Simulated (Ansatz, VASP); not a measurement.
**One calculation of LiF, two programs**

```xyz
6
Lattice="2.5424 -5.2441 0.4038 2.5424 5.2441 0.4038 -1.7710 0.0000 2.4869" Properties=species:S:1:pos:R:3 pbc="T T T"
Li    1.0773   -0.4091    0.6350
Li    2.2365   -0.4091    2.6595
Li    1.6569   -3.5124    1.6472
F     1.6569    0.9906    1.6472
F     1.6569    5.1243    1.6472
F     1.6569   -1.7842    1.6472
```

Alike in both runs: functional PBE; k mesh 6 × 6 × 6; occupations gaussian, width 0.1 eV; no spin polarisation.

Ansatz relaxed the structure, and its values are those at the end. VASP's run is a single point on that final structure, the one shown.

|  | VASP | Ansatz |
| --- | --- | --- |
| version | VASP 6.6.1 | Ansatz 0.2.0 |
| potentials or method | VASP PAW PBE potentials, release 64 (Li_sv, F), cutoff 520 eV | scalar-relativistic, plane waves, PAW |
| valence electrons in the cell | 30 | 30 |

VASP gave:

```
gap on the k mesh at the Fermi level (eV) : 5.61
least direct gap on the mesh (eV)         : 5.62
rms of the force components (eV/Å)        : 0.016
```

**Question.** Which values does Ansatz return?

**Answer.** gap on the k mesh at the Fermi level (eV): 5.61; least direct gap on the mesh (eV): 5.62; rms of the force components (eV/Å): 0.003.

Noted on VASP's run: the cutoff is short for stress, so the pressure is rough.
